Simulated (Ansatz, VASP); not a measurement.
## HgTe: VASP beside Ansatz

Contents of POSCAR:

```
HgTe
1.0
    4.2336391969      0.0000000000      0.0000000000
   -2.1168195985      3.6664390950      0.0000000000
    0.0000000000      0.0000000000      7.3965767620
Hg Te
2 2
Direct
    0.0000000000      0.0000000000      0.0000000000
    0.0000000000      0.0000000000      0.5000000000
    0.3333333333      0.6666666667      0.2500000000
    0.6666666667      0.3333333333      0.7500000000
```

Contents of INCAR.step1:

```
PREC = Accurate
ENCUT = 400
EDIFF = 1E-5
ISMEAR = -1
SIGMA = 0.02
LREAL = False
LASPH = True
NELM = 120
ALGO = Normal
ISIF = 2
LWAVE = True
GGA = PE
NBANDS = 26
GGA_COMPAT = False
```

The input INCAR.step2:

```
PREC = Accurate
ENCUT = 400
EDIFF = 1E-6
ISMEAR = -1
SIGMA = 0.02
LREAL = False
LASPH = True
NELM = 120
ALGO = Normal
ISIF = 2
LWAVE = False
LCHARG = True
GGA = PE
LHFCALC = True
HFSCREEN = 0.2079
PRECFOCK = Normal
LELF = True
LVHAR = True
ISTART = 1
NBANDS = 26
GGA_COMPAT = False
```

Contents of KPOINTS:

```
regular mesh
0
Gamma
  2 2 2
```

Input for Ansatz:

```yaml
crystal:
  lattice:
    - [4.2336391969, 0.0, 0.0]
    - [-2.1168195985, 3.666439095, 0.0]
    - [0.0, 0.0, 7.396576762]
  atoms:
    - { symbol: Hg, position: [0.0, 0.0, 0.0] }
    - { symbol: Hg, position: [0.0, 0.0, 0.5] }
    - { symbol: Te, position: [0.3333333333, 0.6666666667, 0.25] }
    - { symbol: Te, position: [0.6666666667, 0.3333333333, 0.75] }
kpoints:
  mp_grid: { grid: [2, 2, 2] }
hamiltonian:
  xc: hse06
scf:
  occupations: { method: fermi_dirac, width: 0.02 }
  n_extra_bands: 5
output:
  forces: true
  stress: true
  eigenvalues: true
```

Alike in both runs: task single point; functional HSE06; k mesh 2 × 2 × 2; occupations fermi-dirac, width 0.02 eV; no spin polarisation.

```csv
,VASP,Ansatz
version,VASP 6.6.1,Ansatz 0.2.0
potentials or method,"VASP PAW PBE potentials, release 64 (Hg, Te)",plane waves
plane-wave cutoff (eV),400,420
valence electrons in the cell,36,72
```

```tsv
	VASP	Ansatz	Ansatz less VASP
pressure (GPa)	1.4	1.8	+0.36
traceless stress, the component that is largest in VASP (GPa)	-0.92	-1.04	-0.117
```

VASP's potentials hold 36 valence electrons a cell and Ansatz's 72, so a difference there can come from the potentials and not from the codes. Ansatz's warnings: filled band counts differ across k points, stress exchange threshold loose, stress scf threshold loose.

The k mesh is coarse, so the values compare programs but aren't converged. Spin-orbit coupling is off throughout.
